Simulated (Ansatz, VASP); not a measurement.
**ZrReH: VASP beside Ansatz**

```xyz
6
Lattice="3.1385 0.0000 0.0000 0.0000 3.1385 0.0000 0.0000 0.0000 8.0442" Properties=species:S:1:pos:R:3 pbc="T T T"
Zr    0.0000    1.5693    1.3953
Zr    1.5693    0.0000    6.6489
H     0.0000    0.0000    0.0000
H     1.5693    1.5693    0.0000
Re    0.0000    1.5693    4.7119
Re    1.5693    0.0000    3.3323
```

Alike in both runs: functional r2SCAN; k mesh 5 × 5 × 3; no spin polarisation.

Ansatz relaxed the structure, and its values are those at the end. VASP's run is a single point on that final structure, the one shown.

```csv
,VASP,Ansatz
version,VASP 6.6.1,Ansatz 0.2.0
potentials or method,"VASP PAW PBE potentials, release 64 (Zr_sv, H, Re), cutoff 520 eV",PAW plane waves
occupations,"fermi-dirac, width 0.1 eV",fermi-dirac
valence electrons in the cell,40,56
```

VASP gave:

| Quantity | Value |
| --- | --- |
| gap on the k mesh at the Fermi level (eV) | none |
| pressure (GPa) | -0.3 |
| rms of the force components (eV/Å) | 0.013 |

Task: Which values does Ansatz return?

Result: gap on the k mesh at the Fermi level (eV): none; pressure (GPa): 0.0; rms of the force components (eV/Å): 0.001.

VASP's potentials were made for PBE, not for r2SCAN. A gap of «none» marks a metal or a gap that the smearing closes. VASP's potentials hold 40 valence electrons a cell and Ansatz's 56, so a difference there can come from the potentials and not from the codes.

The k mesh is coarse, so the values compare programs but aren't converged. Neither program's run includes spin-orbit coupling.
